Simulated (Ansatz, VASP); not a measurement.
## Two plane-wave programs on Hf3Si2F

```
Hf Si F
1.0
     5.75815    0.00000    0.00000
    -2.87908    4.98671    0.00000
     0.00000    0.00000    3.29862
Hf Si F
3 2 1
Direct
  0.50000 0.00000 0.50000
  0.50000 0.50000 0.50000
  0.00000 0.50000 0.50000
  0.33333 0.66667 0.00000
  0.66667 0.33333 0.00000
  0.00000 0.00000 0.00000
```

Change from the starting cell: species swapped into the LaB2Rh3 type (P6/mmm, No. 191).

Alike in both runs: task relaxation of cell and atoms; functional PBE; k mesh 3 × 3 × 6; occupations gaussian, width 0.1 eV; no spin polarisation.

|  | VASP | Ansatz |
| --- | --- | --- |
| version | VASP 6.6.1 | Ansatz 0.2.0 |
| potentials or method | VASP PAW PBE potentials, release 64 (Hf_pv, Si, F), cutoff 600 eV | scalar-relativistic, plane waves, PAW |
| valence electrons in the cell | 45 | 93 |

Ansatz gave:

- gap on the k mesh at the Fermi level, each at its own relaxed structure (eV): none
- relaxed volume (Å³/atom): 22.95
- relaxed cell length with the largest relative difference (Å): 6.538

**Question.** Estimate VASP's values.

**Answer.** gap on the k mesh at the Fermi level, each at its own relaxed structure (eV): none; relaxed volume (Å³/atom): 22.80; relaxed cell length with the largest relative difference (Å): 6.515.

A gap of «none» marks a metal or a gap that the smearing closes. VASP's potentials hold 45 valence electrons a cell and Ansatz's 93, so a difference there can come from the potentials and not from the codes.

The k mesh is coarse, so the values compare programs but aren't converged. Neither program's run includes spin-orbit coupling. Noted on VASP's run: the volume moved by over 15 % at a fixed basis, so the end points are rough.
